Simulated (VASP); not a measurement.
A run of VASP 6.6.1:

The input POSCAR:

```
MgScAlO4
1.0
    1.5728971914      0.9081126169      7.9872455965
   -1.5728971914      0.9081126169      7.9872455965
    0.0000000000     -1.8162252337      7.9872455965
Mg Sc Al O
1 1 1 4
Direct
    0.7832100666      0.7832100666      0.7832100666
    0.9964117112      0.9964117112      0.9964117112
    0.2127981062      0.2127981062      0.2127981062
    0.8785003189      0.8785003189      0.8785003189
    0.1367884027      0.1367884027      0.1367884027
    0.7042498738      0.7042498738      0.7042498738
    0.2877381806      0.2877381806      0.2877381806
```

The input INCAR.step1:

```
SYSTEM = MgScAlO4
ALGO = Normal
EDIFF = 1E-4
ENCUT = 520
GGA = PE
ISMEAR = 0
LASPH = .TRUE.
LCHARG = .FALSE.
LREAL = .FALSE.
LWAVE = .TRUE.
NBANDS = 29
NELM = 100
PREC = Accurate
SIGMA = 0.02
```

The input INCAR.step2:

```
SYSTEM = MgScAlO4
ALGO = Normal
EDIFF = 1E-6
ENCUT = 520
ISIF = 2
ISMEAR = 0
ISTART = 1
LASPH = .TRUE.
LCHARG = .FALSE.
LMIXTAU = .TRUE.
LREAL = .FALSE.
LWAVE = .FALSE.
METAGGA = R2SCAN
NBANDS = 29
NELM = 100
PREC = Accurate
SIGMA = 0.02
```

Contents of KPOINTS:

```
k-points
0
G
  9 9 9
  0 0 0
```

Potentials or basis: VASP PAW PBE potentials, release 64 (Mg, Sc_sv, Al, O).

The run is started by

```sh
$ cat potpaw_PBE.64/Mg/POTCAR potpaw_PBE.64/Sc_sv/POTCAR potpaw_PBE.64/Al/POTCAR potpaw_PBE.64/O/POTCAR > POTCAR
$ cp INCAR.step1 INCAR
$ mpirun -np 1 vasp_std > vasp.out
$ cp INCAR.step2 INCAR
$ mpirun -np 1 vasp_std > vasp.out
```

Hardware: 1 thread of Intel(R) Xeon(R) 6975P-C (Granite Rapids), with other jobs on the host.

Question: How long does it take, and how much memory?

Answer: Wall time 26 min on 1 thread of Intel(R) Xeon(R) 6975P-C (Granite Rapids), with other jobs on the host, peak memory 0.78 GiB. Counts: k points 85.
